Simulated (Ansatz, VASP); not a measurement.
## HfN: VASP beside Ansatz

```
CELL_PARAMETERS angstrom
0.00000 2.27264 2.27264
2.27264 0.00000 2.27264
2.27264 2.27264 0.00000
ATOMIC_POSITIONS crystal
Hf 0.50000 0.50000 0.50000
N 0.00000 0.00000 0.00000
```

Alike in both runs: task single point; functional PBE; k mesh 12 × 12 × 12; occupations gaussian, width 0.05 eV; non-collinear spin, spin-orbit coupling.

|  | VASP | Ansatz |
| --- | --- | --- |
| version | VASP 6.6.1 | Ansatz 0.2.0 |
| potentials or method | VASP PAW PBE potentials, release 64 (Hf_pv, N), cutoff 520 eV | plane waves, PAW |
| valence electrons in the cell | 15 | 31 |

|  | VASP | Ansatz | Ansatz less VASP |
| --- | --- | --- | --- |
| pressure (GPa) | -1.8 | 0.0 | +1.79 |
| net moment per atom (μB) | 0.00 | 0.00 | 0.000 |

VASP's potentials hold 15 valence electrons a cell and Ansatz's 31, so a difference there can come from the potentials and not from the codes.
